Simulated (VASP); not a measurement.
A run of VASP 6.6.1:

Contents of INCAR:

```
SYSTEM = SnSe2
PREC = Accurate ; ENCUT = 520
EDIFF = 1E-6 ; ISMEAR = -1
SIGMA = 0.02 ; LREAL = .False.
LASPH = .True. ; NELM = 80
ALGO = Normal ; ISIF = 2
LWAVE = .False. ; LCHARG = .True.
GGA = PE ; LELF = .True.
LVHAR = .True. ; NBANDS = 20
```

KPOINTS

```
regular mesh
0
Gamma
  12 12 4
  0 0 0
```

Contents of POSCAR:

```
SnSe2
1.0
    3.7868978371      0.0000000000      0.0000000000
   -1.8934489185      3.3126764934      0.0000000000
    0.0000000000      0.0000000000      6.2270790464
Sn Se
1 2
Direct
    0.0000000000      0.0000000000      0.0000000000
    0.3331776924      0.6663553849      0.2540392226
    0.6668223076      0.3336446151      0.7459607774
```

Potentials or basis: VASP PAW PBE potentials, release 64 (Sn_d, Se).

Run with:

```sh
$ cat potpaw_PBE.64/Sn_d/POTCAR potpaw_PBE.64/Se/POTCAR > POTCAR
$ mpirun -np 1 vasp_std > vasp.out
```

Hardware: 1 thread of Intel(R) Xeon(R) 6975P-C (Granite Rapids) (shared host).

Q: Estimate the wall time of this run.

A: Run time: 2.3 min on 1 thread of Intel(R) Xeon(R) 6975P-C (Granite Rapids) (shared host), peak memory 0.37 GiB. Counts: scf iterations 12, k points 164.
